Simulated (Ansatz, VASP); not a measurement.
This is a calculation of Sn for VASP 6.6.1.

The input INCAR:

```
PREC = Accurate
ENCUT = 520
EDIFF = 1E-6
ISMEAR = 0
SIGMA = 0.02
LREAL = False
LASPH = True
NELM = 80
ALGO = Normal
ISIF = 2
LWAVE = False
LCHARG = False
GGA = PE
NBANDS = 13
```

Contents of KPOINTS:

```
regular mesh
0
Gamma
  10 10 10
```

File POSCAR:

```
Sn
1.0
   -2.0291894110      2.0291894110      1.6607599896
    2.0291894110     -2.0291894110      1.6607599896
    2.0291894110      2.0291894110     -1.6607599896
Sn
1
Direct
    0.0000000000      0.0000000000      0.0000000000
```

Potentials or basis: VASP PAW PBE potentials, release 64 (Sn_d).

Command:

```bash
$ cat potpaw_PBE.64/Sn_d/POTCAR > POTCAR
$ mpirun -np 1 vasp_std > vasp.out
```

Task: Translate it to Ansatz 0.2.0. Potentials there: Ansatz PAW.

Result: As run (the cutoff follows the program's own potentials):

input.yaml

```yaml
crystal:
  lattice:
    - [-2.029189411, 2.029189411, 1.6607599896]
    - [2.029189411, -2.029189411, 1.6607599896]
    - [2.029189411, 2.029189411, -1.6607599896]
  atoms:
    - { symbol: Sn, position: [0.0, 0.0, 0.0] }
hamiltonian:
  xc: pbe
  pseudopotentials: { kind: paw }
kpoints:
  mp_grid: { grid: [10, 10, 10] }
scf:
  occupations: { method: gaussian, width: 0.02 }
output:
  forces: true
  stress: true
  eigenvalues: true
```

Potentials or basis: Ansatz PAW.

The run is started by

```bash
$ ansatz run input.yaml --threads 2 --pin off --max-ram 5632MiB --backend cpu --events-out ev --progress --plain --runs-dir out
```

Both were run:

|  | VASP | Ansatz | Ansatz less VASP |
| --- | --- | --- | --- |
| gap on the k mesh at the Fermi level (eV) | none | none | - |
| pressure (GPa) | 0.8 | 0.8 | +0.04 |
| traceless stress, the component that is largest in VASP (GPa) | 0.98 | 0.98 | +0.005 |

A gap of «none» marks a metal or a gap that the smearing closes.
